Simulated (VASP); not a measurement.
# Li (R-3m) in VASP: further runs

The runs below take Li through single point, relaxation of cell and atoms, with LDA.

Program: VASP 6.6.1. These are calculated values, not measurements. Logs are shortened: lines on timing, memory, paths and dates and some standing lists are left out, and cuts for length are marked.

### 1 The cell of the first run

Symmetry: R-3m, No. 166, trigonal system. Conventional cell: a = 2.518 Å, b = 2.518 Å, c = 18.151 Å, α = 90.00°, β = 90.00°, γ = 120.00°. Within 3.3 Å of Li (site symmetry -3m) lie 12 Li at 2.49 to 2.52 Å. Within 3.3 Å of Li (site symmetry 3m) lie 12 Li at 2.49 to 2.52 Å.

### 2 Single point, LDA

Contents of INCAR:

```
ALGO     = Normal         # electronic algorithm
EDIFF    = 1E-7           # SCF threshold, eV
ENCUT    = 520            # plane-wave cutoff, eV
GGA      = CA             # functional
ISIF     = 2              # what is computed and relaxed
ISMEAR   = -1             # smearing method
LASPH    = True           # aspherical terms in the spheres
LCHARG   = False          # write CHGCAR
LREAL    = False          # projectors in reciprocal space
LWAVE    = False          # write WAVECAR
NBANDS   = 12             # bands
NELM     = 60             # most SCF steps
PREC     = Accurate       # precision mode
SIGMA    = 0.1            # smearing width, eV
```

Contents of KPOINTS:

```
k-points
0
Gamma
  10 10 10
```

Contents of POSCAR:

```
Li
1.0
    1.2588474516      0.7267960479      6.0502140471
   -1.2588474516      0.7267960479      6.0502140471
    0.0000000000     -1.4535916972      6.0502140950
Li
3
Direct
    0.0000000000      0.0000000000      0.0000000000
    0.2222739182      0.2222739182      0.2222739182
    0.7777260818      0.7777260818      0.7777260818
```

Potentials or basis: VASP PAW LDA potentials, release 64 (Li_sv).

Run with:

```sh
cat potpaw_LDA.64/Li_sv/POTCAR > POTCAR
mpirun -np 1 vasp_std > vasp.out
```

OUTCAR:

```text
EDIFF = 1E-7
   ENCUT = 520
   GGA = CA
   ISIF = 2
   ISMEAR = -1
   LASPH = True
   LREAL = False
   NELM = 60
   PREC = Accurate

 ion  position               nearest neighbor table
   1  0.000  0.000  0.000-   3 2.49   2 2.49   3 2.49   3 2.49   2 2.49   2 2.49
   2  0.222  0.222  0.222-   1 2.49   1 2.49   1 2.49   3 2.49   3 2.49   3 2.49
   3  0.778  0.778  0.778-   1 2.49   1 2.49   1 2.49   2 2.49   2 2.49   2 2.49

  LATTYP: Found a trigonal (rhomboedric) cell.
 ALAT       =     6.2223805266
 COS(alpha) =     0.9181416338

  Lattice vectors:

 A1 = (   1.2588474516,   0.7267960479,   6.0502140471)
 A2 = (  -1.2588474516,   0.7267960479,   6.0502140471)
 A3 = (   0.0000000000,  -1.4535916972,   6.0502140950)

Analysis of symmetry for initial positions (statically):
=====================================================================
 Subroutine PRICEL returns:
 Original cell was already a primitive cell.

 Routine SETGRP: Setting up the symmetry group for a
 trigonal (rhombohedral) supercell.

 Subroutine GETGRP returns: Found 12 space group operations
 (whereof 12 operations were pure point group operations)
 out of a pool of 12 trial point group operations.

The static configuration has the point symmetry D_3d.

Analysis of symmetry for dynamics (positions and initial velocities):
=====================================================================
 Subroutine PRICEL returns:
 Original cell was already a primitive cell.

 Routine SETGRP: Setting up the symmetry group for a
 trigonal (rhombohedral) supercell.

 Subroutine GETGRP returns: Found 12 space group operations
 (whereof 12 operations were pure point group operations)
 out of a pool of 12 trial point group operations.

The dynamic configuration has the point symmetry D_3d.

 Subroutine INISYM returns: Found 12 space group operations
 (whereof 12 operations are pure point group operations),
 and found     1 'primitive' translations

----------------------------------------------------------------------------------------

                                     Primitive cell

  volume of cell :      33.2130

  direct lattice vectors                    reciprocal lattice vectors
     1.258847452  0.726796048  6.050214047     0.397188714  0.229317012  0.055094464
    -1.258847452  0.726796048  6.050214047    -0.397188714  0.229317012  0.055094464
     0.000000000 -1.453591697  6.050214095     0.000000000 -0.458634020  0.055094479

  length of vectors
     6.222380527  6.222380527  6.222380527     0.461931344  0.461931344  0.461931344

  position of ions in fractional coordinates (direct lattice)
     0.000000000  0.000000000  0.000000000
     0.222273918  0.222273918  0.222273918
     0.777726082  0.777726082  0.777726082

  ion indices of the primitive-cell ions
   primitive index   ion index
                 1           1
                 2           2
                 3           3

----------------------------------------------------------------------------------------

 KPOINTS: k-points

Automatic generation of k-mesh.
 Grid dimensions read from file:
 generate k-points for:   10   10   10

 Generating k-lattice:

  Cartesian coordinates                     Fractional coordinates (reciprocal lattice)
     0.039718871  0.022931701  0.005509446     0.100000000 -0.000000000 -0.000000000
    -0.039718871  0.022931701  0.005509446    -0.000000000  0.100000000 -0.000000000
     0.000000000 -0.045863402  0.005509448     0.000000000  0.000000000  0.100000000

  Length of vectors
     0.046193134  0.046193134  0.046193134

  Shift w.r.t. Gamma in fractional coordinates (k-lattice)
     0.000000000  0.000000000  0.000000000

 Subroutine IBZKPT returns following result:
 ===========================================

 Found    116 irreducible k-points:

 Following reciprocal coordinates:
            Coordinates               Weight
  0.000000  0.000000  0.000000      1.000000
  0.100000  0.000000  0.000000      6.000000
  0.200000  0.000000  0.000000      6.000000
  0.300000 -0.000000  0.000000      6.000000
  0.400000  0.000000  0.000000      6.000000
  0.500000 -0.000000  0.000000      3.000000
[... 16 lines left out ...]
  0.300000  0.300000  0.000000      6.000000
  0.400000  0.300000  0.000000     12.000000
 [... further k-points ...]
   k-points           NKPTS =    116   k-points in BZ     NKDIM =    116   number of bands    NBANDS=     12
   number of dos      NEDOS =    301   number of ions     NIONS =      3
   total plane-waves  NPLWV = 110592
   dimension x,y,z NGX =    48 NGY =   48 NGZ =   48
   dimension x,y,z NGXF=    96 NGYF=   96 NGZF=   96
   ions per type =               3
   NGX,Y,Z   is equivalent  to a cutoff of  12.82, 12.82, 12.82 a.u.
   NGXF,Y,Z  is equivalent  to a cutoff of  25.65, 25.65, 25.65 a.u.
 SYSTEM =  unknown system
   PREC   = accura    normal or accurate (medium, high low for compatibility)
   ISTART =      0    job   : 0-new  1-cont  2-samecut
   ICHARG =      2    charge: 1-file 2-atom 10-const
   ISPIN  =      1    spin polarized calculation?
   LNONCOLLINEAR =      F non collinear calculations
   LSORBIT =      F    spin-orbit coupling
   LASPH  =      T    aspherical Exc in radial PAW
   ENCUT  =  520.0 eV  38.22 Ry    6.18 a.u.  11.57 11.57 11.57*2*pi/ulx,y,z
   NELM   =     60;   NELMIN=  2; NELMDL= -5     # of ELM steps
   EDIFF  = 0.1E-06   stopping-criterion for ELM
   LREAL  =      F    real-space projection
   EDIFFG = 0.1E-05   stopping-criterion for IOM
   NSW    =      0    number of steps for IOM
   IBRION =     -1    ionic relax: 0-MD 1-quasi-New 2-CG
   NFREE  =      0    steps in history (QN), initial steepest desc. (CG)
   ISIF   =      2    stress and relaxation
   ISYM   =      2    0-nonsym 1-usesym 2-fastsym
   POTIM  = 0.5000    time-step for ionic-motion
   TEBEG  =    0.0;   TEEND  =   0.0 temperature during run
   PSTRESS=    0.0 pullay stress
   NELECT =       9.0000    total number of electrons
   NUPDOWN=      -1.0000    fix difference up-down
   EMIN   =  10.00;   EMAX   =-10.00  energy-range for DOS
   EFERMI =   0.00;   METHOD = LEGACY
   ISMEAR =    -1;   SIGMA  =   0.10  broadening in eV -4-tet -1-fermi 0-gaus
   EFERMI_NEDOS =   21; number of points for ismear=-14 and -15
   IALGO  =     38    algorithm
   IMIX   =      4    mixing-type and parameters
     AMIX     =   0.40;   BMIX     =  1.00
     AMIX_MAG =   1.60;   BMIX_MAG =  1.00
  volume/ion in A,a.u.               =      11.07        74.71
  Fermi-wavevector in a.u.,A,eV,Ry     =   1.059383  2.001944 15.269724  1.122293
  Thomas-Fermi vector in A             =   2.194727
   LORBIT       =      0    0 simple, 1 ext, 2 COOP (PROOUT), +10 PAW based schemes
   GGA     = CA    functional components
   LHFCALC =     F    Hartree Fock is set to
   AEXX    =    0.0000 exact exchange contribution
   IVDW    =     0    specifies the selected vdW correction
   LEPSILON=     F    determine dielectric tensor
   LRPA    =     F    only Hartree local field effects (RPA)
 non-spin polarized calculation
  energy-cutoff  :      520.00
  volume of cell :       33.21
 maximum number of plane-waves:       908
 NGX is ok and might be reduce to    48
   NGX = 23   NGY = 23   NGZ = 23

 number of electron       9.0000011 magnetization

 Free energy of the ion-electron system (eV)
  ---------------------------------------------------
  ext. energy  EPLUGINS =         0.00000000
  ---------------------------------------------------
  free energy    TOTEN  =        -5.16472070 eV

  energy without entropy =       -5.12651749  energy(sigma->0) =       -5.14561909

 E-fermi :   2.7854     XC(G=0):  -8.8632

 val. band max:        2.7720375570   @ k =  -0.3000   0.5000   0.2000
 cond. band min:       2.8205344491   @ k =  -0.4000   0.5000   0.1000
 fundamental gap:      0.0484968921
 Fermi energy:         2.7853979566

 k-point     1 :       0.0000    0.0000    0.0000
  band No.  band energies     occupation
      1     -42.0552      2.00000
      2     -41.9145      2.00000
      3     -41.9137      2.00000
      4      -1.1204      2.00000
      5       1.0283      2.00000
      6       1.0293      2.00000
      7      12.1527      0.00000
      8      12.1683      0.00000
      9      21.6789      0.00000
     10      21.6789      0.00000
     11      21.9111      0.00000
     12      21.9111      0.00000

 k-point     2 :       0.1000    0.0000    0.0000
  band No.  band energies     occupation
      1     -42.0403      2.00000
      2     -41.9114      2.00000
      3     -41.9006      2.00000
      4      -0.9549      2.00000
      5       1.1073      2.00000
      6       1.3897      2.00000
      7      11.7399      0.00000
      8      12.5467      0.00000
      9      19.3444      0.00000
     10      20.0760      0.00000
     11      20.6539      0.00000
     12      20.8728      0.00000

 k-point     3 :       0.2000    0.0000    0.0000
  band No.  band energies     occupation
      1     -42.0003      2.00000
      2     -41.8938      2.00000
      3     -41.8761      2.00000
      4      -0.4496      2.00000
      5       1.5862      1.99999
      6       2.2009      1.99423
      7      11.0880      0.00000
      8      12.8653      0.00000
      9      16.2281      0.00000
     10      17.4034      0.00000
     11      18.2517      0.00000
     12      18.9628      0.00000

 k-point     4 :       0.3000   -0.0000    0.0000
  band No.  band energies     occupation
      1     -41.9481      2.00000
      2     -41.8693      2.00000
      3     -41.8512      2.00000
      4       0.4083      2.00000
      5       2.3993      1.95878
      6       3.3870      0.00487
      7       9.7078      0.00000
      8      12.0598      0.00000
      9      14.7183      0.00000
     10      15.2701      0.00000
     11      16.6084      0.00000
     12      16.9045      0.00000

 k-point     5 :       0.4000    0.0000    0.0000
  band No.  band energies     occupation
      1     -41.9012      2.00000
      2     -41.8481      2.00000
      3     -41.8370      2.00000
      4       1.5658      1.99999
      5       3.3797      0.00523
      6       4.4045      0.00000
      7       8.3494      0.00000
      8      10.1378      0.00000
      9      12.1545      0.00000
     10      14.9910      0.00000
     11      16.1300      0.00000
     12      16.3818      0.00000
[... 228 lines left out ...]
      1     -41.8817      2.00000
      2     -41.8371      2.00000
      3     -41.8360      2.00000
      4       2.2244      1.99270
      5       4.4814      0.00000
      6       4.6924      0.00000
      7       8.4588      0.00000
      8       9.0094      0.00000
      9      10.9121      0.00000
     10      12.5642      0.00000
     11      13.5759      0.00000
     12      16.1700      0.00000

 k-point    22 :      -0.2000    0.2000    0.0000
  band No.  band energies     occupation
      1     -41.9233      2.00000
      2     -41.8496      2.00000
      3     -41.8486      2.00000
      4       0.9524      2.00000
      5       3.4630      0.00228
      6       3.4807      0.00191
      7      10.8230      0.00000
      8      11.1745      0.00000
      9      12.0133      0.00000
     10      12.1534      0.00000
     11      14.7206      0.00000
     12      18.2306      0.00000

 k-point    23 :       0.3000    0.3000    0.0000
  band No.  band energies     occupation
      1     -41.9430      2.00000
      2     -41.8853      2.00000
      3     -41.8402      2.00000
      4       0.4984      2.00000
      5       1.9204      1.99965
      6       3.9663      0.00001
      7       9.4685      0.00000
      8      11.5984      0.00000
      9      13.9393      0.00000
     10      16.2476      0.00000
     11      17.1553      0.00000
     12      17.8360      0.00000

 k-point    24 :       0.4000    0.3000    0.0000
  band No.  band energies     occupation
      1     -41.9108      2.00000
      2     -41.8714      2.00000
      3     -41.8296      2.00000
      4       1.2488      2.00000
      5       2.4738      1.91508
      6       4.9090      0.00000
      7       8.9480      0.00000
      8      10.5008      0.00000
      9      12.1000      0.00000
     10      14.3794      0.00000
     11      15.9418      0.00000
     12      16.5547      0.00000

 [... further k-points ...]

------------------------ aborting loop because EDIFF is reached ----------------------------------------

  FORCE on cell =-STRESS in cart. coord.  units (eV):
  Direction    XX          YY          ZZ          XY          YZ          ZX
  --------------------------------------------------------------------------------------
  -------------------------------------------------------------------------------------
  Total        4.1259620      4.1259620      4.1208092      0.0000000     -0.0000000     -0.0000000
  in kB      199.0344429    199.0344429    198.7858728      0.0000000     -0.0000000     -0.0000000
  external PRESSURE =     198.9515862 kB  Pullay stress =       0.0000000 kB

 VOLUME and BASIS-vectors are now :
 -----------------------------------------------------------------------------
  energy-cutoff  :      520.00
  volume of cell :       33.21
      direct lattice vectors                 reciprocal lattice vectors
     1.258847452  0.726796048  6.050214047     0.397188714  0.229317012  0.055094464
    -1.258847452  0.726796048  6.050214047    -0.397188714  0.229317012  0.055094464
     0.000000000 -1.453591697  6.050214095     0.000000000 -0.458634020  0.055094479

 POSITION                                       TOTAL-FORCE (eV/Angst)
 -----------------------------------------------------------------------------------
      0.00000      0.00000      0.00000         0.000000     -0.000000      0.000000
      0.00000      0.00000      4.03441         0.000000      0.000000      0.000096
      0.00000      0.00000     14.11623         0.000000     -0.000000     -0.000096
 -----------------------------------------------------------------------------------
    total drift:                                0.000000      0.000000      0.000000

  FREE ENERGIE OF THE ION-ELECTRON SYSTEM (eV)
  ---------------------------------------------------
  free  energy   TOTEN  =        -5.1647206967 eV

  energy  without entropy=       -5.1265174872  energy(sigma->0) =       -5.14561909
```

Run time: 85 s. Hardware: 1 thread of Intel Xeon Platinum 8559C (Emerald Rapids), shared host; peak memory 0.23 GiB.

Results:

* Free energy: -5.1647 eV
* Band gap on the k mesh: zero (an odd number of electrons rules out a gap without spin polarisation)

Levels at points of the mesh, in eV from the Fermi level:
```tsv
k point	band 1	band 2	band 3	band 4	band 5	band 6	band 7	band 8	band 9	band 10
(0.00, 0.00, 0.00)	-44.84	-44.70	-44.70	-3.91	-1.76	-1.76	9.37	9.38	18.89	18.89
(0.50, 0.00, 0.00)	-44.67	-44.62	-44.62	-0.37	1.30	1.32	6.12	6.57	6.97	13.08
(0.50, 0.50, 0.00)	-44.65	-44.65	-44.61	0.12	0.15	1.94	5.87	6.73	8.23	10.71
(0.50, 0.50, 0.50)	-44.79	-44.79	-44.65	-3.37	-3.37	-0.20	5.91	16.33	16.34	18.40
```

Caveat: the cutoff is under 1.25 times the usual one of these potentials, so pressure, stress and relaxed cells hold a basis-set (Pulay) error.

### 3 Single point, LDA

This run uses another cell than the first one, of 13.20 Å³/atom.

Contents of INCAR:

```
SYSTEM = Li
PREC = Accurate
ENCUT = 520
EDIFF = 1E-6
ISMEAR = -1
SIGMA = 0.1
LREAL = .FALSE.
LASPH = .TRUE.
NELM = 100
ALGO = Normal
ISIF = 2
LWAVE = .FALSE.
LCHARG = .FALSE.
GGA = CA
NBANDS = 12
```

Contents of KPOINTS:

```
regular mesh
0
G
  10 10 10
  0 0 0
```

Contents of POSCAR:

```
Li
1.0
    1.3330247100      0.7696223164      6.4328939437
   -1.3330247100      0.7696223164      6.4328939437
    0.0000000000     -1.5392442090      6.4328939944
Li
3
Direct
    0.0000000000      0.0000000000      0.0000000000
    0.2222581272      0.2222581272      0.2222581272
    0.7777418728      0.7777418728      0.7777418728
```

Potentials or basis: VASP PAW LDA potentials, release 64 (Li_sv).

Run with:

```sh
cat potpaw_LDA.64/Li_sv/POTCAR > POTCAR
mpirun -np 1 vasp_std > vasp.out
```

It took 92 s on 1 thread of Intel Xeon Platinum 8559C (Emerald Rapids), shared host; peak memory 0.25 GiB.

Results (log left out):

- Free energy: -5.7458 eV
- Band gap on the k mesh: zero (an odd number of electrons rules out a gap without spin polarisation)

Levels at points of the mesh, in eV from the Fermi level:
```csv
k point,band 2,band 3,band 4,band 5,band 6,band 7,band 8,band 9
"(0.00, 0.00, 0.00)",-44.91,-44.90,-3.86,-1.71,-1.71,8.14,8.15,16.81
"(0.50, 0.00, 0.00)",-44.86,-44.86,-0.25,1.17,1.23,5.35,5.63,6.15
"(0.50, 0.50, 0.00)",-44.88,-44.85,0.19,0.20,1.69,4.97,5.96,7.36
"(0.50, 0.50, 0.50)",-44.96,-44.88,-3.32,-3.32,-0.11,4.90,14.40,14.41
```

Caveat: the cutoff is under 1.25 times the usual one of these potentials, so pressure, stress and relaxed cells hold a basis-set (Pulay) error.

[end of part 1 of 3]
